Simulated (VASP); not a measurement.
# SiC (zincblende type): electric field gradients with PBE

The system is SiC (zincblende type).

```
CELL_PARAMETERS angstrom
0.00000 2.18987 2.18987
2.18987 0.00000 2.18987
2.18987 2.18987 0.00000
ATOMIC_POSITIONS crystal
Si 0.00000 0.00000 0.00000
C 0.25000 0.25000 0.25000
```

| Property | Result |
| --- | --- |
| Program | VASP 6.6.1 |
| Task | electric field gradients |
| Functional | PBE |
| Potentials or basis | VASP PAW PBE potentials, release 64 (Si, C) |
| Cutoff | 520 eV |
| k mesh | 16 × 16 × 16 |
| Occupations | fermi-dirac, width 0.08 eV |
| Spin | no spin polarisation |
| Dipole correction | no |
| Further INCAR settings | ALGO = Normal; EDIFF = 1e-08; NBANDS = 11 |

- Pressure: -0.1 GPa
- Band gap on the k mesh: 1.37 eV (least direct gap 4.53 eV)
- Largest electric field gradient by atom: zero within the noise of the run

Levels at points of the mesh, in eV from the valence-band top:
| k point | band 1 | band 2 | band 3 | band 4 | band 5 | band 6 | band 7 | band 8 | band 9 |
| --- | --- | --- | --- | --- | --- | --- | --- | --- | --- |
| (0.00, 0.00, 0.00) | -15.29 | 0.00 | 0.00 | 0.00 | 6.06 | 7.20 | 7.20 | 7.20 | 14.42 |
| (0.50, 0.00, 0.00) | -11.78 | -8.45 | -1.05 | -1.05 | 5.30 | 7.17 | 7.17 | 9.97 | 16.02 |
| (0.50, 0.50, 0.00) | -10.34 | -7.75 | -3.16 | -3.16 | 1.37 | 4.27 | 13.86 | 13.86 | 14.59 |

It took 16 s on 1 thread of Intel(R) Xeon(R) 6975P-C (Granite Rapids), on a shared host, peak memory 0.15 GiB.

A k mesh can miss the band edges.
